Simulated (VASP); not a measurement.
# KMgF3 (P4/mmm) in VASP: a series of runs, part 2 of 2

VASP 6.6.1. The steps go on from the part before.

### Step 3. Single point, PBE (strain -0.080 along x and y, +0.040 along z)

File INCAR:

```
SYSTEM = KMgF3
ALGO = Normal
EDIFF = 1E-6
ENCUT = 520
GGA = PE
ISIF = 2
ISMEAR = 0
LASPH = .TRUE.
LCHARG = .TRUE.
LELF = .TRUE.
LREAL = .FALSE.
LVHAR = .TRUE.
LWAVE = .FALSE.
NBANDS = 24
NELM = 100
PREC = Accurate
SIGMA = 0.05
```

File KPOINTS:

```
k-points
0
G
  6 6 6
  0 0 0
```

File POSCAR:

```
KMgF3
1.0
    3.6670280000      0.0000000000      0.0000000000
    0.0000000000      3.6670280000      0.0000000000
    0.0000000000      0.0000000000      4.1453360000
K Mg F
1 1 3
Direct
    0.5000000000      0.5000000000      0.5000000000
    0.0000000000      0.0000000000      0.0000000000
    0.5000000000      0.0000000000      0.0000000000
    0.0000000000      0.5000000000      0.0000000000
    0.0000000000      0.0000000000      0.5000000000
```

Potentials or basis: VASP PAW PBE potentials, release 64 (K_sv, Mg, F).

Command:

```sh
cat potpaw_PBE.64/K_sv/POTCAR potpaw_PBE.64/Mg/POTCAR potpaw_PBE.64/F/POTCAR > POTCAR
mpirun -np 1 vasp_std > vasp.out
```

OUTCAR:

```text
SYSTEM = KMgF3
   EDIFF = 1E-6
   ENCUT = 520
   GGA = PE
   ISIF = 2
   ISMEAR = 0
   LASPH = .TRUE.
   LREAL = .FALSE.
   NELM = 100
   PREC = Accurate

 ion  position               nearest neighbor table
   1  0.500  0.500  0.500-   5 2.59   5 2.59   5 2.59   5 2.59   4 2.77   3 2.77   4 2.77   3 2.77
                             4 2.77   3 2.77   4 2.77   3 2.77   2 3.32   2 3.32   2 3.32   2 3.32
   2  0.000  0.000  0.000-   3 1.83   4 1.83   4 1.83   3 1.83   5 2.07   5 2.07   1 3.32   1 3.32
                             1 3.32   1 3.32   1 3.32   1 3.32   1 3.32   1 3.32
   3  0.500  0.000  0.000-   2 1.83   2 1.83   1 2.77   1 2.77   1 2.77   1 2.77
   4  0.000  0.500  0.000-   2 1.83   2 1.83   1 2.77   1 2.77   1 2.77   1 2.77
   5  0.000  0.000  0.500-   2 2.07   2 2.07   1 2.59   1 2.59   1 2.59   1 2.59

  LATTYP: Found a simple tetragonal cell.
 ALAT       =     3.6670280000
 C/A-ratio  =     1.1304347826

  Lattice vectors:

 A1 = (   3.6670280000,   0.0000000000,   0.0000000000)
 A2 = (   0.0000000000,   3.6670280000,   0.0000000000)
 A3 = (   0.0000000000,   0.0000000000,   4.1453360000)

Analysis of symmetry for initial positions (statically):
=====================================================================
 Subroutine PRICEL returns:
 Original cell was already a primitive cell.

 Routine SETGRP: Setting up the symmetry group for a
 simple tetragonal supercell.

 Subroutine GETGRP returns: Found 16 space group operations
 (whereof 16 operations were pure point group operations)
 out of a pool of 16 trial point group operations.

The static configuration has the point symmetry D_4h.

Analysis of symmetry for dynamics (positions and initial velocities):
=====================================================================
 Subroutine PRICEL returns:
 Original cell was already a primitive cell.

 Routine SETGRP: Setting up the symmetry group for a
 simple tetragonal supercell.

 Subroutine GETGRP returns: Found 16 space group operations
[... 125 lines left out ...]
   EFERMI_NEDOS =   21; number of points for ismear=-14 and -15
   IALGO  =     38    algorithm
   IMIX   =      4    mixing-type and parameters
     AMIX     =   0.40;   BMIX     =  1.00
     AMIX_MAG =   1.60;   BMIX_MAG =  1.00
  volume/ion in A,a.u.               =      11.15        75.23
  Fermi-wavevector in a.u.,A,eV,Ry     =   1.360595  2.571151 25.187347  1.851218
  Thomas-Fermi vector in A             =   2.487243
   LORBIT       =      0    0 simple, 1 ext, 2 COOP (PROOUT), +10 PAW based schemes
   GGA     = PE    functional components
   LHFCALC =     F    Hartree Fock is set to
   AEXX    =    0.0000 exact exchange contribution
   IVDW    =     0    specifies the selected vdW correction
   LEPSILON=     F    determine dielectric tensor
   LRPA    =     F    only Hartree local field effects (RPA)
 non-spin polarized calculation
 Gauss-broadening in eV      SIGMA  =   0.05
  energy-cutoff  :      520.00
  volume of cell :       55.74
 maximum number of plane-waves:      1520
 NGX is ok and might be reduce to    28
   NGX = 13   NGY = 13   NGZ = 15

 number of electron      31.9999986 magnetization

 Free energy of the ion-electron system (eV)
  ---------------------------------------------------
  ext. energy  EPLUGINS =         0.00000000
  ---------------------------------------------------
  free energy    TOTEN  =       -23.65421974 eV

  energy without entropy =      -23.65421974  energy(sigma->0) =      -23.65421974

 E-fermi :  -0.4624     XC(G=0): -10.3265

 val. band max:       -0.7524504404   @ k =   0.5000   0.5000   0.5000
 cond. band min:       7.3985128081   @ k =   0.0000   0.0000   0.0000
 fundamental gap:      8.1509632485
 Fermi energy:        -0.4623572381

 k-point     1 :       0.0000    0.0000    0.0000
  band No.  band energies     occupation
      1     -26.3350      2.00000
      2     -21.5273      2.00000
      3     -20.6717      2.00000
      4     -20.3273      2.00000
      5      -9.9478      2.00000
      6      -9.7766      2.00000
[... 637 lines left out ...]
     23      14.4017      0.00000
     24      15.1391      0.00000

 [... further k-points ...]
[... 5 lines left out ...]
  --------------------------------------------------------------------------------------
  -------------------------------------------------------------------------------------
  Total        9.2401501      9.2401501      2.2575274      0.0000000     -0.0000000      0.0000000
  in kB      265.5837020    265.5837020     64.8866600      0.0000000     -0.0000000      0.0000000
  external PRESSURE =     198.6846880 kB  Pullay stress =       0.0000000 kB

 VOLUME and BASIS-vectors are now :
 -----------------------------------------------------------------------------
  energy-cutoff  :      520.00
  volume of cell :       55.74
      direct lattice vectors                 reciprocal lattice vectors
     3.667028000  0.000000000  0.000000000     0.272700399  0.000000000  0.000000000
     0.000000000  3.667028000  0.000000000     0.000000000  0.272700399  0.000000000
     0.000000000  0.000000000  4.145336000     0.000000000  0.000000000  0.241234969

 POSITION                                       TOTAL-FORCE (eV/Angst)
 -----------------------------------------------------------------------------------
      1.83351      1.83351      2.07267         0.000000      0.000000      0.000000
      0.00000      0.00000      0.00000         0.000000      0.000000      0.000000
      1.83351      0.00000      0.00000         0.000000      0.000000      0.000000
      0.00000      1.83351      0.00000         0.000000      0.000000      0.000000
      0.00000      0.00000      2.07267         0.000000      0.000000      0.000000
 -----------------------------------------------------------------------------------
    total drift:                                0.000000      0.000000     -0.000000

  FREE ENERGIE OF THE ION-ELECTRON SYSTEM (eV)
  ---------------------------------------------------
  free  energy   TOTEN  =       -23.6542197400 eV

  energy  without entropy=      -23.6542197400  energy(sigma->0) =      -23.65421974
```

stdout:

```text
POSCAR found type information on POSCAR K MgF
 POSCAR found :  3 types and       5 ions
 scaLAPACK will be used
 LDA part: xc-table for (Slater+PW92), standard interpolation
 POSCAR, INCAR and KPOINTS ok, starting setup
 FFT: planning ... GRIDC
 FFT: planning ... GRID_SOFT
 FFT: planning ... GRID
 WAVECAR not read
 entering main loop
```

Wall time 55 s (1 thread of Intel Xeon Platinum 8259CL at 2.50GHz (Skylake/Cascade Lake), shared host); peak memory 0.2 GiB.

Results:

- Free energy: -23.6542 eV
- Pressure: 19.9 GPa
- Band gap on the k mesh: 8.15 eV (least direct gap 8.57 eV)

Levels at points of the mesh, in eV from the valence-band top:
```
           k point  band 14  band 15  band 16  band 17  band 18  band 19
(0.00, 0.00, 0.00)    -0.45    -0.42    -0.42     8.15     9.80    10.47
(0.50, 0.00, 0.00)    -1.20    -0.80    -0.68    10.89    11.68    11.69
(0.50, 0.50, 0.00)    -0.76    -0.76    -0.01    11.62    12.60    12.63
(0.00, 0.00, 0.50)    -0.76    -0.69    -0.69    10.58    10.67    11.48
(0.50, 0.00, 0.50)    -1.29    -1.15    -0.31    11.31    12.00    13.40
(0.50, 0.50, 0.50)    -0.19    -0.19     0.00    10.67    10.67    10.86
```

Caveat: the cell differs from its parent crystal (strain -0.080 along x and y, +0.040 along z); the cell stands under pressure. A k mesh can miss the band edges.

### Step 4. Single point, PBE (strain -0.080 along x and y, +0.080 along z)

File INCAR:

```
PREC = Accurate
ENCUT = 520
EDIFF = 1E-7
ISMEAR = 0
SIGMA = 0.05
LREAL = False
LASPH = True
NELM = 80
ALGO = Normal
ISIF = 2
LWAVE = False
LCHARG = True
GGA = PE
LELF = True
LVHAR = True
NBANDS = 24
```

File KPOINTS:

```
regular mesh
0
Gamma
  6 6 6
```

POSCAR: that of step 3 with these lines changed.

```diff
@@ -4,3 +4,3 @@
     0.0000000000      3.6670280000      0.0000000000
-    0.0000000000      0.0000000000      4.1453360000
+    0.0000000000      0.0000000000      4.3047720000
 K Mg F
```

Potentials or basis: VASP PAW PBE potentials, release 64 (K_sv, Mg, F).

Command:

```sh
cat potpaw_PBE.64/K_sv/POTCAR potpaw_PBE.64/Mg/POTCAR potpaw_PBE.64/F/POTCAR > POTCAR
mpirun -np 1 vasp_std > vasp.out
```

OUTCAR:

```text
PREC = Accurate
   ENCUT = 520
   EDIFF = 1E-7
   ISMEAR = 0
   LREAL = False
   LASPH = True
   NELM = 80
   ISIF = 2
   GGA = PE

 ion  position               nearest neighbor table
   1  0.500  0.500  0.500-   5 2.59   5 2.59   5 2.59   5 2.59   4 2.83   3 2.83   4 2.83   3 2.83
                             4 2.83   3 2.83   4 2.83   3 2.83   2 3.37   2 3.37   2 3.37   2 3.37
   2  0.000  0.000  0.000-   3 1.83   4 1.83   4 1.83   3 1.83   5 2.15   5 2.15   1 3.37   1 3.37
                             1 3.37   1 3.37   1 3.37   1 3.37   1 3.37   1 3.37
   3  0.500  0.000  0.000-   2 1.83   2 1.83   1 2.83   1 2.83   1 2.83   1 2.83
   4  0.000  0.500  0.000-   2 1.83   2 1.83   1 2.83   1 2.83   1 2.83   1 2.83
[... 856 lines left out ...]
  Total        8.5724759      8.5724759      0.5813537      0.0000000     -0.0000000      0.0000000
  in kB      237.2674976    237.2674976     16.0906076      0.0000000     -0.0000000      0.0000000
  external PRESSURE =     163.5418676 kB  Pullay stress =       0.0000000 kB

 VOLUME and BASIS-vectors are now :
 -----------------------------------------------------------------------------
  energy-cutoff  :      520.00
  volume of cell :       57.89
      direct lattice vectors                 reciprocal lattice vectors
     3.667028000  0.000000000  0.000000000     0.272700399  0.000000000  0.000000000
     0.000000000  3.667028000  0.000000000     0.000000000  0.272700399  0.000000000
     0.000000000  0.000000000  4.304772000     0.000000000  0.000000000  0.232300340

 POSITION                                       TOTAL-FORCE (eV/Angst)
 -----------------------------------------------------------------------------------
      1.83351      1.83351      2.15239         0.000000      0.000000      0.000000
      0.00000      0.00000      0.00000         0.000000      0.000000      0.000000
      1.83351      0.00000      0.00000         0.000000      0.000000      0.000000
      0.00000      1.83351      0.00000         0.000000      0.000000      0.000000
      0.00000      0.00000      2.15239         0.000000      0.000000      0.000000
 -----------------------------------------------------------------------------------
    total drift:                                0.000000      0.000000     -0.000000

  FREE ENERGIE OF THE ION-ELECTRON SYSTEM (eV)
  ---------------------------------------------------
  free  energy   TOTEN  =       -23.7110909418 eV

  energy  without entropy=      -23.7110909418  energy(sigma->0) =      -23.71109094
```

OSZICAR:

```text
N       E                     dE             d eps       ncg     rms          rms(c)
DAV:   1     0.222615766592E+03    0.22262E+03   -0.17736E+04  2000   0.130E+03
DAV:   2    -0.146211365924E+02   -0.23724E+03   -0.22886E+03  2424   0.347E+02
DAV:   3    -0.256563805054E+02   -0.11035E+02   -0.10983E+02  2848   0.693E+01
DAV:   4    -0.260358026369E+02   -0.37942E+00   -0.37936E+00  2464   0.840E+00
DAV:   5    -0.260376572130E+02   -0.18546E-02   -0.18546E-02  2608   0.664E-01    0.948E+00
DAV:   6    -0.237116966380E+02    0.23260E+01   -0.71178E+00  2200   0.206E+01    0.475E+00
DAV:   7    -0.237093836231E+02    0.23130E-02   -0.29049E-01  2336   0.344E+00    0.277E+00
DAV:   8    -0.237107628318E+02   -0.13792E-02   -0.65590E-02  2424   0.230E+00    0.316E-01
DAV:   9    -0.237108592982E+02   -0.96466E-04   -0.14394E-02  2392   0.880E-01    0.155E-01
DAV:  10    -0.237109929488E+02   -0.13365E-03   -0.10759E-03  2352   0.208E-01    0.130E-01
DAV:  11    -0.237111051643E+02   -0.11222E-03   -0.82806E-05  2496   0.759E-02    0.478E-02
DAV:  12    -0.237110899716E+02    0.15193E-04   -0.10434E-04  2344   0.758E-02    0.896E-03
DAV:  13    -0.237110911305E+02   -0.11590E-05   -0.35580E-06  2376   0.136E-02    0.335E-03
DAV:  14    -0.237110910058E+02    0.12474E-06   -0.47734E-07  2416   0.571E-03    0.144E-03
DAV:  15    -0.237110909418E+02    0.64014E-07   -0.32906E-08  1376   0.146E-03
   1 F= -.23711091E+02 E0= -.23711091E+02  d E =-.823705E-14
```

It took 57 s on 1 thread of Intel Xeon Platinum 8259CL at 2.50GHz (Skylake/Cascade Lake), shared host; peak memory 0.2 GiB.

What came out:

```yaml
Free_energy: -23.7111 eV
Pressure: 16.4 GPa
Band_gap_on_the_k_mesh: 7.77 eV (least direct gap 8.19 eV)
```

Caveat: the cell differs from its parent crystal (strain -0.080 along x and y, +0.080 along z); the cell stands under pressure. A k mesh can miss the band edges.

### Step 5. Overview

```tsv
cell	gap on the mesh (eV)	pressure (GPa)
a = 3.667, b = 3.667, c = 3.986 Å, 5 atoms	8.57	24.5
a = 3.667, b = 3.667, c = 4.145 Å, 5 atoms	8.15	19.9
a = 3.667, b = 3.667, c = 4.305 Å, 5 atoms	7.77	16.4
```

Alike in all rows: task single point; level PBE; potentials or basis VASP PAW PBE potentials, release 64 (K_sv, Mg, F); no spin polarisation; k mesh 6 × 6 × 6; cutoff (eV) 520; smearing gaussian 0.05 eV.

Caveats: the cell stands under pressure.

Total energies depend on the potentials used, so only differences within one code and one set of settings carry meaning.
